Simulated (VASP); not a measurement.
## Ni: single point with PBE

Ni:

```
Ni
1.0
     0.00000    1.77240    1.77240
     1.77240    0.00000    1.77240
     1.77240    1.77240    0.00000
Ni
1
Cartesian
  0.0000 0.0000 0.0000
```

* Program: VASP 6.6.1
* Task: single point
* Functional: PBE
* Potentials or basis: VASP PAW PBE potentials, release 64 (Ni)
* Cutoff: 520 eV
* k mesh: 15 × 15 × 15
* Occupations: fermi-dirac, width 0.05 eV
* Spin: collinear spin, ferromagnetic start
* Starting moments: [0.49] μB
* Fixed moment: 0.49 μB
* Dipole correction: no
* Further INCAR settings: ALGO = Normal; EDIFF = 1e-07; NBANDS = 15

```
Pressure                                              : -4.6 GPa
Net moment                                            : 0.49 μB per cell
Site moments                                          : Ni +0.51 μB
Valence electrons inside the program's atomic spheres : Ni 9.27
```

It took 24 s on 1 thread of Intel(R) Xeon(R) 6975P-C (Granite Rapids), on a shared host, peak memory 0.15 GiB.

Caveat: the total moment is fixed, so each spin has its own Fermi level.
